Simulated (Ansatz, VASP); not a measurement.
TiS2 in VASP and in Ansatz

```
CELL_PARAMETERS angstrom
3.34914 0.00000 0.00000
-1.67457 2.90044 0.00000
0.00000 0.00000 5.63967
ATOMIC_POSITIONS crystal
Ti 0.00000 0.00000 0.00000
S 0.33333 0.66667 0.25281
S 0.66667 0.33333 0.74719
```

Alike in both runs: functional PBEsol; k mesh 12 × 12 × 8; occupations gaussian, width 0.1 eV; no spin polarisation.

Ansatz relaxed the structure, and its values are those at the end. VASP's run is a single point on that final structure, the one shown.

```csv
,VASP,Ansatz
version,VASP 6.6.1,Ansatz 0.2.0
potentials or method,"VASP PAW PBE potentials, release 64 (Ti_sv, S), cutoff 500 eV","scalar-relativistic, plane waves, PAW"
valence electrons in the cell,24,24
```

```csv
,VASP,Ansatz,Ansatz less VASP
gap on the k mesh at the Fermi level (eV),none,none,-
pressure (GPa),0.1,0.0,-0.05
rms of the force components (eV/Å),0.005,0.000,-0.0049
```

VASP's potentials were made for PBE, not for PBEsol. A gap of «none» marks a metal or a gap that the smearing closes.
